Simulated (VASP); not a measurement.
# SnO2 (Pnnm) in VASP: further runs, part 2 of 2

VASP 6.6.1.

## 5. Single point, LDA (atoms shifted along a free coordinate)

Input file INCAR:

```
SYSTEM = SnO2
ALGO = Normal ; EDIFF = 1E-7
ENCUT = 520 ; ISIF = 2
ISMEAR = 0 ; LASPH = .TRUE.
LCHARG = .FALSE. ; LREAL = .FALSE.
LWAVE = .FALSE. ; NBANDS = 35
NELM = 100 ; PREC = Accurate
SIGMA = 0.05
```

Input file KPOINTS:

```
k-points
0
G
  6 6 8
  0 0 0
```

Input file POSCAR:

```
SnO2
1.0
    4.8820573695      0.0000000000      0.0000000000
    0.0000000000      4.8826571076      0.0000000000
    0.0000000000      0.0000000000      3.2983446198
Sn O
2 4
Direct
    0.5000000000      0.5000000000      0.5000000000
    0.0000000000      0.0000000000      0.0000000000
    0.3059833077      0.3191552360      0.0000000000
    0.8059833077      0.1808447640      0.5000000000
    0.1940166923      0.8191552360      0.5000000000
    0.6940166923      0.6808447640      0.0000000000
```

Potentials or basis: VASP PAW LDA potentials, release 64 (Sn_d, O).

Command:

```bash
$ cat potpaw_LDA.64/Sn_d/POTCAR potpaw_LDA.64/O/POTCAR > POTCAR
$ mpirun -np 1 vasp_std > vasp.out
```

OUTCAR:

```text
SYSTEM = SnO2
   EDIFF = 1E-7
   ENCUT = 520
   ISIF = 2
   ISMEAR = 0
   LASPH = .TRUE.
   LREAL = .FALSE.
   NELM = 100
   PREC = Accurate

 ion  position               nearest neighbor table
   1  0.500  0.500  0.500-   6 2.10   6 2.10   3 2.10   3 2.10   5 2.16   4 2.16
   2  0.000  0.000  0.000-   4 2.10   4 2.10   5 2.10   5 2.10   3 2.16   6 2.16
   3  0.306  0.319  0.000-   1 2.10   1 2.10   2 2.16
   4  0.806  0.181  0.500-   2 2.10   2 2.10   1 2.16
   5  0.194  0.819  0.500-   2 2.10   2 2.10   1 2.16
   6  0.694  0.681  0.000-   1 2.10   1 2.10   2 2.16

  LATTYP: Found a simple orthorhombic cell.
 ALAT       =     3.2983446198
 B/A-ratio  =     1.4801538142
 C/A-ratio  =     1.4803356442
[... 1118 lines left out ...]
  Total       -6.5331160     -6.5391225     -8.8826035     -0.0000000      0.0000000      0.0000000
  in kB     -133.1299639   -133.2523630   -181.0071466     -0.0000000      0.0000000      0.0000000
  external PRESSURE =    -149.1298245 kB  Pullay stress =       0.0000000 kB

 VOLUME and BASIS-vectors are now :
 -----------------------------------------------------------------------------
  energy-cutoff  :      520.00
  volume of cell :       78.62
      direct lattice vectors                 reciprocal lattice vectors
     4.882057370  0.000000000  0.000000000     0.204831677  0.000000000  0.000000000
     0.000000000  4.882657108  0.000000000     0.000000000  0.204806518  0.000000000
     0.000000000  0.000000000  3.298344620     0.000000000  0.000000000  0.303182389

 POSITION                                       TOTAL-FORCE (eV/Angst)
 -----------------------------------------------------------------------------------
      2.44103      2.44133      1.64917         0.000000      0.000000      0.000000
      0.00000      0.00000      0.00000         0.000000      0.000000      0.000000
      1.49383      1.55833      0.00000        -0.302772     -0.380123     -0.000000
      3.93486      0.88300      1.64917        -0.302772      0.380123     -0.000000
      0.94720      3.99965      1.64917         0.302772     -0.380123      0.000000
      3.38823      3.32433      0.00000         0.302772      0.380123      0.000000
 -----------------------------------------------------------------------------------
    total drift:                                0.000000     -0.000000      0.000000

  FREE ENERGIE OF THE ION-ELECTRON SYSTEM (eV)
  ---------------------------------------------------
  free  energy   TOTEN  =       -41.8719461164 eV

  energy  without entropy=      -41.8719460513  energy(sigma->0) =      -41.87194608
```

stdout:

```text
POSCAR found type information on POSCAR SnO
 POSCAR found :  2 types and       6 ions
 scaLAPACK will be used
 LDA part: xc-table for (Slater(with rela. corr.)+CA(PZ))
 , standard interpolation
 POSCAR, INCAR and KPOINTS ok, starting setup
 FFT: planning ... GRIDC
 FFT: planning ... GRID_SOFT
 FFT: planning ... GRID
 WAVECAR not read
 entering main loop
```

Run time: 2.1 min. Hardware: 1 thread of Intel Xeon Platinum 8375C at 2.90GHz (Ice Lake), shared host; peak memory 0.27 GiB.

What came out:

```
Free energy            : -41.8719 eV
Pressure               : -14.9 GPa
Largest force          : 0.486 eV/Å
Band gap on the k mesh : 0.28 eV
```

Forces in eV/Å, atoms in the order of the input:
```
Sn   0.000  0.000  0.000
Sn   0.000  0.000  0.000
O   -0.303 -0.380  0.000
O   -0.303  0.380  0.000
O    0.303 -0.380  0.000
O    0.303  0.380  0.000
```

Caveat: the cell differs from its parent crystal (atoms shifted along a free coordinate); the cell stands under tension; spin-orbit coupling is left out, which moves the levels of the heavy elements.

## 6. Single point, LDA (atoms shifted along a free coordinate)

Input file INCAR:

```
PREC     = Accurate       # precision mode
ENCUT    = 520            # plane-wave cutoff, eV
EDIFF    = 1E-6           # SCF threshold, eV
ISMEAR   = 0              # smearing method
SIGMA    = 0.05           # smearing width, eV
LREAL    = False          # projectors in reciprocal space
LASPH    = True           # aspherical terms in the spheres
NELM     = 80             # most SCF steps
ALGO     = Normal         # electronic algorithm
ISIF     = 2              # what is computed and relaxed
LWAVE    = False          # write WAVECAR
LCHARG   = True           # write CHGCAR
GGA      = CA             # functional
LELF     = True           # ELF
LVHAR    = True         
NBANDS   = 35             # bands
```

Input file KPOINTS:

```
Automatic mesh
0
Gamma
  6 6 8
```

Input file POSCAR:

```
SnO2
1.0
    4.9330604771      0.0000000000      0.0000000000
    0.0000000000      4.9336664808      0.0000000000
    0.0000000000      0.0000000000      3.3328025979
Sn O
2 4
Direct
    0.5000000000      0.5000000000      0.5000000000
    0.0000000000      0.0000000000      0.0000000000
    0.3059833077      0.3061758397      0.0000000000
    0.8059833077      0.1938241603      0.5000000000
    0.1940166923      0.8061758397      0.5000000000
    0.6940166923      0.6938241603      0.0000000000
```

Potentials or basis: VASP PAW LDA potentials, release 64 (Sn_d, O).

Command:

```bash
$ cat potpaw_LDA.64/Sn_d/POTCAR potpaw_LDA.64/O/POTCAR > POTCAR
$ mpirun -np 1 vasp_std > vasp.out
```

Wall time 2.5 min (1 thread of Intel Xeon Platinum 8375C at 2.90GHz (Ice Lake), shared host); peak memory 0.29 GiB.

Results (log left out):

| Quantity | Value |
| --- | --- |
| Free energy | -41.6171 eV |
| Pressure | -19.8 GPa |
| Largest force | 0.344 eV/Å |
| Band gap on the k mesh | 0.11 eV (least direct gap 0.21 eV) |

Forces on the atoms (eV/Å):
```
Sn   0.000  0.000  0.000
Sn   0.000  0.000  0.000
O    0.244  0.243  0.000
O    0.244 -0.243  0.000
O   -0.244  0.243  0.000
O   -0.244 -0.243  0.000
```

Stress tensor (GPa, compression positive):
```
-18.02   0.00   0.00
  0.00 -18.03   0.00
  0.00   0.00 -23.49
```

Levels at points of the mesh, in eV from the valence-band top:
```
           k point  band 22  band 23  band 24  band 25  band 26  band 27  band 28  band 29  band 30  band 31
(0.00, 0.00, 0.00)    -1.22    -1.22    -0.59    -0.59    -0.10     0.11     4.90     5.49     5.49     9.19
(0.50, 0.00, 0.00)    -1.73    -1.16    -1.16    -0.47    -0.47     3.16     3.16     6.21     6.21     9.58
(0.00, 0.50, 0.00)    -1.73    -1.16    -1.16    -0.47    -0.47     3.16     3.16     6.22     6.22     9.58
(0.50, 0.50, 0.00)    -1.71    -1.29    -1.29    -0.68    -0.68     3.50     3.50     6.52     6.52     9.71
(0.00, 0.00, 0.50)    -2.49    -1.30    -1.30    -0.99    -0.99     4.72     4.72     8.67     8.67     9.48
(0.50, 0.00, 0.50)    -1.52    -0.82    -0.82    -0.70    -0.70     4.97     4.97     6.94     6.94     9.67
(0.00, 0.50, 0.50)    -1.52    -0.82    -0.82    -0.69    -0.69     4.97     4.97     6.94     6.94     9.68
(0.50, 0.50, 0.50)    -2.33    -0.75    -0.75    -0.60    -0.60     3.58     3.58     8.07     8.07     9.68
```

Caveat: the cell differs from its parent crystal (atoms shifted along a free coordinate); the cell stands under tension; spin-orbit coupling is left out, which moves the levels of the heavy elements. A k mesh can miss the band edges.

## 7. The runs side by side

| cell | gap on the mesh (eV) | pressure (GPa) | largest force (eV/Å) |
| --- | --- | --- | --- |
| a = 4.491, b = 4.491, c = 3.034 Å, 6 atoms, atomic positions A | 3.14 | 48.4 | 0.66 |
| a = 4.491, b = 4.491, c = 3.034 Å, 6 atoms, atomic positions B | 3.34 | 55.0 | 3.93 |
| a = 4.491, b = 4.491, c = 3.034 Å, 6 atoms, atomic positions C | 2.93 | 47.0 | 2.52 |
| a = 4.882, b = 4.883, c = 3.298 Å, 6 atoms, atomic positions D | 0.28 | -14.9 | 0.49 |
| a = 4.933, b = 4.934, c = 3.333 Å, 6 atoms, atomic positions A | 0.11 | -19.8 | 0.34 |

Alike in all rows: task single point; level LDA; potentials or basis VASP PAW LDA potentials, release 64 (Sn_d, O); no spin polarisation; k mesh 6 × 6 × 8; cutoff (eV) 520; smearing gaussian 0.05 eV.

Caveats: spin-orbit coupling is left out, which moves the levels of the heavy elements; the cell stands under pressure (at least some runs); forces of over 1 eV/Å act on the atoms, so gaps and moduli don't describe the material at rest (at least some runs); the cell stands under tension (at least some runs).

Absolute energies hang on the potentials; compare differences alone.
